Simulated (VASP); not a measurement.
Wanted: the native input for a VASP 6.6.1 run.

| Property | Result |
| --- | --- |
| Task | single point |
| Functional | PBEsol |
| Potentials or basis | VASP PAW PBE potentials, release 64 (Ga_d, Sb) |
| Cutoff | 520 eV |
| k mesh | 10 × 10 × 10 |
| Occupations | gaussian, width 0.15 eV |
| Spin | no spin polarisation |
| Dipole correction | no |
| Further INCAR settings | ALGO = Normal; EDIFF = 1e-06; NBANDS = 22 |

The structure of GaSb3 lies in POSCAR:

```
GaSb3
1.0
    0.0000000000      3.5488846306      3.6450594040
    3.5488846306      0.0000000000      3.6450594040
    3.5488846306      3.5488846306      0.0000000000
Ga Sb
1 3
Direct
    0.0000000000      0.0000000000      0.0000000000
    0.2500000000      0.2500000000      0.2500000000
    0.7500000000      0.7500000000      0.7500000000
    0.5000000000      0.5000000000      0.5000000000
```

This cell differs from its parent crystal: volume 22.954 Å^3 an atom, c/a of the conventional cell 1.0271.

The input as run:

INCAR

```
PREC = Accurate
ENCUT = 520
EDIFF = 1E-6
ISMEAR = 0
SIGMA = 0.15
LREAL = F
LASPH = T
NELM = 60
ALGO = Normal
ISIF = 2
LWAVE = F
LCHARG = F
GGA = PS
NBANDS = 22
```

KPOINTS

```
Automatic mesh
0
Gamma
  10 10 10
```

Potentials or basis: VASP PAW PBE potentials, release 64 (Ga_d, Sb).

Command:

```sh
$ cat potpaw_PBE.64/Ga_d/POTCAR potpaw_PBE.64/Sb/POTCAR > POTCAR
$ mpirun -np 1 vasp_std > vasp.out
```

It gave:

- Pressure: 4.1 GPa
- Band gap on the k mesh: zero (band 14 reaches 10.59 eV, above the bottom of band 15 at 6.21 eV)

Caveat: the PAW data sets were made with another functional, which shifts forces and pressure a little; spin-orbit coupling is left out, which moves the levels of the heavy elements.

Run time: 2.8 min on 1 thread of Intel Xeon 6975P-C (shared host), peak memory 0.37 GiB.
